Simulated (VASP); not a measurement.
# MgO (Periclase) (Fm-3m) in VASP: settings compared, part 2 of 2

VASP 6.6.1. The steps go on from the part before.

### Step 3. Relaxation of cell and atoms, PBEsol

This run uses another cell than the first one, of 9.62 Å³/atom, 1.026 times its volume.

INCAR

```
PREC     = Accurate       # precision mode
ENCUT    = 600            # plane-wave cutoff, eV
EDIFF    = 1E-6           # SCF threshold, eV
ISMEAR   = -1             # smearing method
SIGMA    = 0.02           # smearing width, eV
LREAL    = F              # projectors in reciprocal space
LASPH    = T              # aspherical terms in the spheres
NELM     = 60             # most SCF steps
ALGO     = Normal         # electronic algorithm
ISIF     = 3              # what is computed and relaxed
LWAVE    = F              # write WAVECAR
LCHARG   = F              # write CHGCAR
GGA      = PS             # functional
IBRION   = 2              # ionic algorithm
NSW      = 80             # ionic steps
EDIFFG   = -0.005         # ionic threshold
```

KPOINTS

```
regular mesh
0
Gamma
  10 10 10
```

POSCAR

```
MgO
1.0
    0.0000000000      2.1268522615      2.1268522615
    2.1268522615      0.0000000000      2.1268522615
    2.1268522615      2.1268522615      0.0000000000
Mg O
1 1
Direct
    0.0000000000      0.0000000000      0.0000000000
    0.5000000000      0.5000000000      0.5000000000
```

Potentials or basis: VASP PAW PBE potentials, release 64 (Mg, O).

On the command line:

```sh
$ cat potpaw_PBE.64/Mg/POTCAR potpaw_PBE.64/O/POTCAR > POTCAR
$ mpirun -np 1 vasp_std > vasp.out
```

OUTCAR:

```text
PREC = Accurate
   ENCUT = 600
   EDIFF = 1E-6
   ISMEAR = -1
   LREAL = F
   LASPH = T
   NELM = 60
   ISIF = 3
   GGA = PS
   IBRION = 2
   NSW = 80
   EDIFFG = -0.005

 ion  position               nearest neighbor table
   1  0.000  0.000  0.000-   2 2.13   2 2.13   2 2.13   2 2.13   2 2.13   2 2.13
   2  0.500  0.500  0.500-   1 2.13   1 2.13   1 2.13   1 2.13   1 2.13   1 2.13

  LATTYP: Found a face centered cubic cell.
 ALAT       =     4.2537045230

  Lattice vectors:

 A1 = (   0.0000000000,   2.1268522615,   2.1268522615)
 A2 = (   2.1268522615,   0.0000000000,   2.1268522615)
 A3 = (   2.1268522615,   2.1268522615,   0.0000000000)

Analysis of symmetry for initial positions (statically):
=====================================================================
 Subroutine PRICEL returns:
 Original cell was already a primitive cell.

[... 250 lines left out ...]

 E-fermi :   3.5306     XC(G=0): -11.3253

 val. band max:        3.0889389050   @ k =   0.0000   0.0000   0.0000
 cond. band min:       7.7558716276   @ k =   0.0000   0.0000   0.0000
 fundamental gap:      4.6669327226
 Fermi energy:         3.5306167511

 k-point     1 :       0.0000    0.0000    0.0000
  band No.  band energies     occupation
      1     -14.1323      2.00000
      2       3.0889      2.00000
      3       3.0889      2.00000
      4       3.0889      2.00000
      5       7.7559      0.00000
      6      18.7414      0.00000
      7      18.7414      0.00000
      8      18.7414      0.00000
[... 243 lines left out ...]
 k-point    24 :       0.4000    0.3000    0.0000
  band No.  band energies     occupation
      1     -12.8593      2.00000
      2      -0.5483      2.00000
      3       1.7613      2.00000
      4       1.9860      2.00000
      5      12.5849      0.00000
      6      13.1096      0.00000
      7      16.6036      0.00000
      8      21.1761      0.00000

 [... further k-points ...]
[... 5 lines left out ...]
  --------------------------------------------------------------------------------------
  -------------------------------------------------------------------------------------
  Total        0.0001174      0.0001174      0.0001174      0.0000000      0.0000000      0.0000000
  in kB        0.0101020      0.0101020      0.0101020      0.0000000      0.0000000      0.0000000
  external PRESSURE =       0.0101020 kB  Pullay stress =       0.0000000 kB
[... 17 lines left out ...]
  FREE ENERGIE OF THE ION-ELECTRON SYSTEM (eV)
  ---------------------------------------------------
  free  energy   TOTEN  =       -12.5168069051 eV

  energy  without entropy=      -12.5168069051  energy(sigma->0) =      -12.51680691

 reached required accuracy - stopping structural energy minimisation
```

OSZICAR:

```text
N       E                     dE             d eps       ncg     rms          rms(c)
DAV:   1     0.147572975778E+02    0.14757E+02   -0.51158E+03   888   0.990E+02
DAV:   2    -0.134907087498E+02   -0.28248E+02   -0.27284E+02   904   0.147E+02
DAV:   3    -0.138857115820E+02   -0.39500E+00   -0.39500E+00  1016   0.200E+01
DAV:   4    -0.138862069554E+02   -0.49537E-03   -0.49537E-03   976   0.615E-01
[... 18 lines left out ...]
DAV:   1    -0.125225744223E+02   -0.67668E-02   -0.12446E-01   752   0.362E+00    0.572E-01
DAV:   2    -0.125168963208E+02    0.56781E-02   -0.41033E-02   752   0.150E+00    0.545E-02
DAV:   3    -0.125168364214E+02    0.59899E-04   -0.33508E-04   832   0.229E-01    0.339E-02
DAV:   4    -0.125168076147E+02    0.28807E-04   -0.30064E-05   792   0.580E-02    0.755E-03
DAV:   5    -0.125168069051E+02    0.70959E-06   -0.35403E-06   728   0.149E-02
   3 F= -.12516807E+02 E0= -.12516807E+02  d E =-.974505E-02
```

It took 10 s on 1 thread of AMD EPYC 9R45 (Zen 5), shared host; peak memory 0.12 GiB.

Results:

```
Free energy                            : -12.5168 eV
Relaxed volume                         : 9.31 Å³/atom
Relaxed cell                           : a = 2.975 Å, b = 2.975 Å, c = 2.975 Å, α = 60.00°, β = 60.00°, γ = 60.00°
Space group after relaxing (to 0.05 Å) : Fm-3m (No. 225)
Energy gained by relaxing              : 4.9 meV/atom
Ionic steps                            : 3
Pressure after relaxing                : 0.0 GPa
Band gap on the k mesh                 : 4.67 eV, direct
```

Step by step:
```csv
step,energy change (eV),largest force (eV/Å),pressure (GPa),volume (Å³)
1,0.0000,0.0000,-4.91,19.24
2,-0.0087,0.0000,1.69,18.43
3,-0.0097,0.0000,0.00,18.62
```

Final structure:
```cif
data_structure
_symmetry_space_group_name_H-M 'P 1'
_symmetry_Int_Tables_number 1
_cell_length_a 2.9752
_cell_length_b 2.9752
_cell_length_c 2.9752
_cell_angle_alpha 60.000
_cell_angle_beta 60.000
_cell_angle_gamma 60.000
_cell_volume 18.62
loop_
_atom_site_label
_atom_site_type_symbol
_atom_site_fract_x
_atom_site_fract_y
_atom_site_fract_z
_atom_site_occupancy
Mg1 Mg 0.00000 0.00000 0.00000 1
O1 O 0.50000 0.50000 0.50000 1
```

Levels at points of the mesh, in eV from the valence-band top:
```csv
k point,band 1,band 2,band 3,band 4,band 5,band 6,band 7,band 8
"(0.00, 0.00, 0.00)",-17.22,0.00,0.00,0.00,4.67,15.65,15.65,15.65
"(0.50, 0.00, 0.00)",-15.90,-4.69,-0.67,-0.67,7.77,12.54,16.21,16.21
"(0.50, 0.50, 0.00)",-15.63,-4.16,-1.37,-1.37,8.93,9.91,13.01,18.89
```

Caveat: the PAW data sets were made with another functional, which shifts forces and pressure a little.

### Step 4. Relaxation of cell and atoms, LDA

This run uses another cell than the first one, of 9.62 Å³/atom, 1.026 times its volume.

INCAR

```
  PREC = Accurate
  ENCUT = 600
  EDIFF = 1E-7
  ISMEAR = -1
  SIGMA = 0.02
  LREAL = F
  LASPH = T
  NELM = 60
  ALGO = Normal
  ISIF = 3
  LWAVE = F
  LCHARG = F
  GGA = CA
  IBRION = 2
  NSW = 80
  EDIFFG = -0.005
```

KPOINTS is that of step 3.

POSCAR is that of step 3.

Potentials or basis: VASP PAW LDA potentials, release 64 (Mg, O).

On the command line:

```sh
$ cat potpaw_LDA.64/Mg/POTCAR potpaw_LDA.64/O/POTCAR > POTCAR
$ mpirun -np 1 vasp_std > vasp.out
```

Wall time 9.5 s (1 thread of AMD EPYC 9R45 (Zen 5), shared host); peak memory 0.11 GiB.

Results (log left out):

| Property | Result |
| --- | --- |
| Free energy | -13.4528 eV |
| Relaxed volume | 8.89 Å³/atom |
| Relaxed cell | a = 2.930 Å, b = 2.930 Å, c = 2.930 Å, α = 60.00°, β = 60.00°, γ = 60.00° |
| Space group after relaxing (to 0.05 Å) | Fm-3m (No. 225) |
| Energy gained by relaxing | 29.3 meV/atom |
| Ionic steps | 3 |
| Pressure after relaxing | 0.0 GPa |
| Band gap on the k mesh | 5.16 eV, direct |

Step by step:
```tsv
step	energy change (eV)	largest force (eV/Å)	pressure (GPa)	volume (Å³)
1	0.0000	0.0000	-12.02	19.24
2	-0.0510	0.0000	5.21	17.30
3	-0.0586	0.0000	0.03	17.78
```

Final structure:
```
CELL_PARAMETERS angstrom
0.00000 2.07157 2.07157
2.07157 0.00000 2.07157
2.07157 2.07157 0.00000
ATOMIC_POSITIONS crystal
Mg 0.00000 0.00000 0.00000
O 0.50000 0.50000 0.50000
```

Levels at points of the mesh, in eV from the valence-band top:
| k point | band 2 | band 3 | band 4 | band 5 | band 6 | band 7 |
| --- | --- | --- | --- | --- | --- | --- |
| (0.00, 0.00, 0.00) | 0.00 | 0.00 | 0.00 | 5.16 | 15.80 | 15.80 |
| (0.50, 0.00, 0.00) | -4.92 | -0.72 | -0.72 | 8.05 | 12.96 | 16.51 |
| (0.50, 0.50, 0.00) | -4.36 | -1.44 | -1.44 | 8.94 | 10.25 | 13.42 |

LDA usually gives volumes a few per cent too small. Zero-point motion and thermal expansion aren't in these numbers.

### Step 5. Single point, PBE

This run uses another cell than the first one, of 9.29 Å³/atom, 0.991 times its volume.

INCAR

```
SYSTEM = MgO
ALGO = Normal
EDIFF = 1E-6
ENCUT = 600
GGA = PE
GGA_COMPAT = .FALSE.
ISIF = 2
ISMEAR = 0
LASPH = .TRUE.
LCHARG = .FALSE.
LREAL = .FALSE.
LWAVE = .FALSE.
NBANDS = 11
NELM = 120
PREC = Accurate
SIGMA = 0.01
```

KPOINTS

```
k-points
0
G
  6 6 6
  0 0 0
```

POSCAR

```
MgO
1.0
    0.0000000000      2.1021680206      2.1021680206
    2.1021680206      0.0000000000      2.1021680206
    2.1021680206      2.1021680206      0.0000000000
Mg O
1 1
Direct
    0.0000000000      0.0000000000      0.0000000000
    0.5000000000      0.5000000000      0.5000000000
```

Potentials or basis: VASP PAW PBE potentials, release 64 (Mg, O).

On the command line:

```sh
$ cat potpaw_PBE.64/Mg/POTCAR potpaw_PBE.64/O/POTCAR > POTCAR
$ mpirun -np 1 vasp_std > vasp.out
```

OUTCAR:

```text
SYSTEM = MgO
   EDIFF = 1E-6
   ENCUT = 600
   GGA = PE
   ISIF = 2
   ISMEAR = 0
   LASPH = .TRUE.
   LREAL = .FALSE.
   NELM = 120
   PREC = Accurate

 ion  position               nearest neighbor table
   1  0.000  0.000  0.000-   2 2.10   2 2.10   2 2.10   2 2.10   2 2.10   2 2.10
   2  0.500  0.500  0.500-   1 2.10   1 2.10   1 2.10   1 2.10   1 2.10   1 2.10

  LATTYP: Found a face centered cubic cell.
 ALAT       =     4.2043360412

  Lattice vectors:

[... 401 lines left out ...]

  FORCE on cell =-STRESS in cart. coord.  units (eV):
  Direction    XX          YY          ZZ          XY          YZ          ZX
  --------------------------------------------------------------------------------------
  -------------------------------------------------------------------------------------
  Total        0.5367670      0.5367670      0.5367670     -0.0000000     -0.0000000      0.0000000
  in kB       46.2875399     46.2875399     46.2875399     -0.0000000     -0.0000000      0.0000000
  external PRESSURE =      46.2875399 kB  Pullay stress =       0.0000000 kB

 VOLUME and BASIS-vectors are now :
 -----------------------------------------------------------------------------
  energy-cutoff  :      600.00
  volume of cell :       18.58
      direct lattice vectors                 reciprocal lattice vectors
     0.000000000  2.102168021  2.102168021    -0.237849684  0.237849684  0.237849684
     2.102168021  0.000000000  2.102168021     0.237849684 -0.237849684  0.237849684
     2.102168021  2.102168021  0.000000000     0.237849684  0.237849684 -0.237849684

 POSITION                                       TOTAL-FORCE (eV/Angst)
 -----------------------------------------------------------------------------------
      0.00000      0.00000      0.00000         0.000000      0.000000      0.000000
      2.10217      2.10217      2.10217         0.000000      0.000000      0.000000
 -----------------------------------------------------------------------------------
    total drift:                               -0.000000     -0.000000      0.000000

  FREE ENERGIE OF THE ION-ELECTRON SYSTEM (eV)
  ---------------------------------------------------
  free  energy   TOTEN  =       -11.9056108753 eV

  energy  without entropy=      -11.9056108753  energy(sigma->0) =      -11.90561088
```

OSZICAR:

```text
N       E                     dE             d eps       ncg     rms          rms(c)
DAV:   1     0.201070541837E+02    0.20107E+02   -0.46581E+03   392   0.705E+02
DAV:   2    -0.126261771325E+02   -0.32733E+02   -0.31556E+02   413   0.152E+02
DAV:   3    -0.134633232049E+02   -0.83715E+00   -0.83657E+00   427   0.213E+01
DAV:   4    -0.134653133481E+02   -0.19901E-02   -0.19901E-02   385   0.121E+00
DAV:   5    -0.134653199753E+02   -0.66272E-05   -0.66272E-05   406   0.674E-02    0.722E+00
DAV:   6    -0.119223093527E+02    0.15430E+01   -0.87087E+00   367   0.163E+01    0.221E+00
DAV:   7    -0.119113017566E+02    0.11008E-01   -0.58648E-02   385   0.215E+00    0.135E+00
DAV:   8    -0.119060335519E+02    0.52682E-02   -0.28190E-02   376   0.190E+00    0.243E-01
DAV:   9    -0.119056276227E+02    0.40593E-03   -0.63543E-04   391   0.176E-01    0.135E-01
DAV:  10    -0.119056089361E+02    0.18687E-04   -0.55726E-04   385   0.176E-01    0.992E-03
DAV:  11    -0.119056109996E+02   -0.20636E-05   -0.28389E-06   397   0.147E-02    0.568E-03
DAV:  12    -0.119056108753E+02    0.12438E-06   -0.67171E-07   206   0.639E-03
   1 F= -.11905611E+02 E0= -.11905611E+02  d E =-.267615E-22
```

Run time: 5.4 s. Hardware: 1 thread of Intel Xeon 6975P-C, shared host; peak memory 0.14 GiB.

Results:

```
Free energy            : -11.9056 eV
Pressure               : 4.6 GPa
Band gap on the k mesh : 4.78 eV, direct
```

Caveat: the k points lie up to 0.43 Å⁻¹ apart. PBE gaps usually lie below the measured ones, often by a third to a half.

### Step 6. Summary

| task | level | potentials or basis | cell | k mesh | smearing | gap on the mesh (eV) | pressure (GPa) | relaxed volume (Å³/atom) |
| --- | --- | --- | --- | --- | --- | --- | --- | --- |
| relaxation of cell and atoms | PBE | VASP PAW PBE potentials, release 64 (Mg, O) | relaxed from a = 2.982 Å, angles 60.0°, 2 atoms | 10 × 10 × 10 | fermi-dirac 0.02 eV | 4.50 | 0.0 | 9.56 |
| relaxation of cell and atoms | PBEsol | VASP PAW PBE potentials, release 64 (Mg, O) | relaxed from a = 3.008 Å, angles 60.0°, 2 atoms | 10 × 10 × 10 | fermi-dirac 0.02 eV | 4.67 | 0.0 | 9.31 |
| relaxation of cell and atoms | LDA | VASP PAW LDA potentials, release 64 (Mg, O) | relaxed from a = 3.008 Å, angles 60.0°, 2 atoms | 10 × 10 × 10 | fermi-dirac 0.02 eV | 5.16 | 0.0 | 8.89 |
| single point | PBE | VASP PAW PBE potentials, release 64 (Mg, O) | a = 2.973 Å, angles 60.0°, 2 atoms | 6 × 6 × 6 | gaussian 0.01 eV | 4.78 | 4.6 | - |

Alike in all rows: no spin polarisation; cutoff (eV) 600.

Caveats: some runs use coarse meshes; the PAW data sets were made with another functional, which shifts forces and pressure a little (some runs).

Absolute energies hang on the potentials; compare differences alone.
